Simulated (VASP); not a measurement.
Write the native input for VASP 6.6.1 that does the following.

* Task: single point
* Functional: r2SCAN
* Potentials or basis: VASP PAW PBE potentials, release 64 (Sn_d)
* Cutoff: 520 eV
* k mesh: 12 × 12 × 8
* Occupations: gaussian, width 0.1 eV
* Spin: no spin polarisation
* Dipole correction: no
* Further INCAR settings: ALGO = Normal; EDIFF = 1e-07; NBANDS = 36

Crystal: Sn.

```
Sn
1.0
     5.03587    0.00000    0.00000
    -2.51793    4.36119    0.00000
     0.00000    0.00000    6.07784
Sn
4
Cartesian
  0.0000 0.0000 1.5195
  0.0000 0.0000 4.5584
  0.0000 2.9075 4.5584
  2.5179 1.4537 1.5195
```

This isn't the form of Sn at room conditions, which is tetragonal (white tin).

The input as run:

POSCAR

```
Sn
1.0
    5.0358698748      0.0000000000      0.0000000000
   -2.5179349374      4.3611912417      0.0000000000
    0.0000000000      0.0000000000      6.0778373614
Sn
4
Direct
    0.0000000000      0.0000000000      0.2500000000
    0.0000000000      0.0000000000      0.7500000000
    0.3333333333      0.6666666667      0.7500000000
    0.6666666667      0.3333333333      0.2500000000
```

INCAR.step1

```
SYSTEM = Sn
ALGO = Normal
EDIFF = 1E-4
ENCUT = 520
GGA = PE
ISMEAR = 0
LASPH = .True.
LCHARG = .False.
LREAL = .False.
LWAVE = .True.
NBANDS = 36
NELM = 60
PREC = Accurate
SIGMA = 0.1
```

INCAR.step2

```
SYSTEM = Sn
ALGO = Normal
EDIFF = 1E-7
ENCUT = 520
ISIF = 2
ISMEAR = 0
ISTART = 1
LASPH = .True.
LCHARG = .False.
LMIXTAU = .True.
LREAL = .False.
LWAVE = .False.
METAGGA = R2SCAN
NBANDS = 36
NELM = 60
PREC = Accurate
SIGMA = 0.1
```

KPOINTS

```
k-points
0
Gamma
  12 12 8
  0 0 0
```

Potentials or basis: VASP PAW PBE potentials, release 64 (Sn_d).

Command:

```bash
$ cat potpaw_PBE.64/Sn_d/POTCAR > POTCAR
$ cp INCAR.step1 INCAR
$ mpirun -np 1 vasp_std > vasp.out
$ cp INCAR.step2 INCAR
$ mpirun -np 1 vasp_std > vasp.out
```

It gave:

The pressure is 0.0 GPa and the band gap on the k mesh is zero (bands 28 and 29 overlap by 2.41 eV).

Caveat: the PAW data sets were made with another functional, which shifts forces and pressure a little; spin-orbit coupling is left out, which moves the levels of the heavy elements.

Wall time 21 min on 1 thread of AMD EPYC 9R14 (Zen 4) (shared host), peak memory 0.48 GiB.
